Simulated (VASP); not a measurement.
Runs of VASP 6.6.1 on Si3Ge. The structure is that of space group P-4m2 (No. 115), or close to it. The cells are those of the table. 

```csv
level,cell,k mesh,gap on the mesh (eV),pressure (GPa),largest force (eV/Å)
r2SCAN,"a = 3.888, b = 3.888, c = 5.484 Å, 4 atoms",6 × 6 × 6,0.58,-0.1,0.02
PBE,"a = 3.836, b = 3.836, c = 5.409 Å, 4 atoms",6 × 6 × 4,0.27,(b),0.01
r2SCAN,"a = 3.888, b = 3.888, c = 5.484 Å, 4 atoms",6 × 6 × 4,0.58,-0.1,0.02
r2SCAN,"a = 3.964, b = 3.964, c = 5.591 Å, 4 atoms",6 × 6 × 4,0.68,-4.8,0.03
PBE,"a = 3.955, b = 3.955, c = 5.576 Å, 4 atoms",6 × 6 × 4,0.45,-2.3,-
r2SCAN,"a = 3.809, b = 3.809, c = 5.372 Å, 4 atoms",6 × 6 × 4,0.45,6.3,0.01
r2SCAN,"a = 3.849, b = 3.849, c = 5.428 Å, 4 atoms",6 × 6 × 4,0.51,2.8,0.02
PBE,"a = 3.993, b = 3.993, c = 5.630 Å, 4 atoms",6 × 6 × 4,0.50,-4.3,0.01
PBE,"a = 3.888, b = 3.888, c = 5.484 Å, 4 atoms",6 × 6 × 6,0.38,1.7,0.09
PBE,"a = 3.916, b = 3.916, c = 5.521 Å, 4 atoms",6 × 6 × 4,0.40,-0.1,-
r2SCAN,"a = 3.927, b = 3.927, c = 5.538 Å, 4 atoms",6 × 6 × 4,0.63,-2.6,0.02
PBE,"a = 3.877, b = 3.877, c = 5.466 Å, 4 atoms",6 × 6 × 4,0.34,(a),0.01
```

Alike in all rows: task single point; potentials or basis VASP PAW PBE potentials, release 64 (Si, Ge_d); no spin polarisation; cutoff (eV) 520; smearing gaussian 0.01 eV.

Question: Fill in the values left out.

Answer: (a) 2.6; (b) 5.7.

Caveats: the PAW data sets were made with another functional, which shifts forces and pressure a little (some runs).

A k mesh can miss the band edges, and the runs leave out spin-orbit coupling on Ge.
